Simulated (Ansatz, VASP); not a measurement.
Given: the input of a run of Ansatz 0.2.0 on Se.

The input input.yaml:

```yaml
crystal:
  lattice:
    - [2.81056302, 0.0, 0.0]
    - [0.0, 2.81056302, 0.0]
    - [0.0, 0.0, 2.81056302]
  atoms:
    - { symbol: Se, position: [0.0, 0.0, 0.0] }
kpoints:
  mp_grid: { grid: [9, 9, 9] }
scf:
  occupations: { method: gaussian, width: 0.1 }
hamiltonian:
  xc: rpbe
  pseudopotentials: { kind: all_electron, lapw: { basis_error: 0.001 } }
output:
  forces: true
  stress: true
  eigenvalues: true
```

Potentials or basis: all-electron LAPW, scalar-relativistic.

The run is started by

```console
$ ansatz run input.yaml --threads 1 --pin off --max-ram 3072MiB --backend cpu --events-out ev --progress --plain --runs-dir out
```

Task: Set up the same calculation for VASP 6.6.1. Potentials there: VASP PAW PBE potentials, release 64 (Se).

Result: As run (the cutoff follows the program's own potentials):

The input INCAR:

```
  PREC = Accurate
  ENCUT = 520
  EDIFF = 1E-7
  ISMEAR = 0
  SIGMA = 0.1
  LREAL = F
  LASPH = T
  NELM = 100
  ALGO = Normal
  ISIF = 2
  LWAVE = F
  LCHARG = F
  GGA = RP
  NBANDS = 9
```

KPOINTS

```
regular mesh
0
Gamma
  9 9 9
```

File POSCAR:

```
Se
1.0
    2.8105630200      0.0000000000      0.0000000000
    0.0000000000      2.8105630200      0.0000000000
    0.0000000000      0.0000000000      2.8105630200
Se
1
Direct
    0.0000000000      0.0000000000      0.0000000000
```

Potentials or basis: VASP PAW PBE potentials, release 64 (Se).

Run with:

```console
$ cat potpaw_PBE.64/Se/POTCAR > POTCAR
$ mpirun -np 1 vasp_std > vasp.out
```

Both were run:

|  | VASP | Ansatz | Ansatz less VASP |
| --- | --- | --- | --- |
| gap on the k mesh at the Fermi level (eV) | none | none | - |
| pressure (GPa) | 3.8 | 3.8 | -0.01 |

VASP's potentials were made for PBE, not for RPBE. A gap of «none» marks a metal or a gap that the smearing closes. Ansatz ran all-electron here, and VASP with PAW potentials.
